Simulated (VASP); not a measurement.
Os3N2: single point with PBE

Crystal: Os3N2.

```xyz
5
Lattice="3.0379 0.0000 0.0000 -1.5190 2.6309 0.0000 0.0000 0.0000 9.5846" Properties=species:S:1:pos:R:3 pbc="T T T"
Os    0.0000    0.0000    0.0000
Os    0.0000    1.7539    7.3847
Os    1.5190    0.8770    2.1999
N     0.0000    1.7539    2.9299
N     1.5190    0.8770    6.6547
```

```json
{"Program": "VASP 6.6.1", "Task": "single point", "Functional": "PBE", "Potentials or basis": "VASP PAW PBE potentials, release 64 (Os, N)", "Cutoff": "520 eV", "k mesh": "12 × 12 × 6", "Occupations": "gaussian, width 0.1 eV", "Spin": "no spin polarisation", "Dipole correction": "no", "Further INCAR settings": "ALGO = Normal; EDIFF = 1e-06; NBANDS = 25"}
```

The pressure is 2.2 GPa, the largest force is 0.266 eV/Å and the band gap on the k mesh is zero (bands 17 and 18 overlap by 0.43 eV).

Forces on the atoms (eV/Å):
```
Os   0.000  0.000  0.000
Os   0.000  0.000  0.249
Os   0.000  0.000 -0.249
N    0.000  0.000  0.266
N    0.000  0.000 -0.266
```

Stress tensor (GPa, compression positive):
```
2.81 0.00 0.00
0.00 2.81 0.00
0.00 0.00 0.89
```

Levels at points of the mesh, in eV from the Fermi level:
```tsv
k point	band 15	band 16	band 17	band 18	band 19	band 20
(0.00, 0.00, 0.00)	-1.50	-0.73	-0.73	-0.29	-0.29	2.23
(0.50, 0.00, 0.00)	-0.48	0.02	0.07	0.58	0.72	1.15
(0.00, 0.00, 0.50)	-1.50	-0.73	-0.73	-0.28	-0.28	2.07
(0.50, 0.00, 0.50)	-0.48	0.04	0.07	0.53	0.84	1.15
```

It took 2.7 min on 1 thread of Oxide Virtual Turin-like Processor (shared host), peak memory 0.27 GiB.

Caveat: spin-orbit coupling is left out, which moves the levels of the heavy elements.
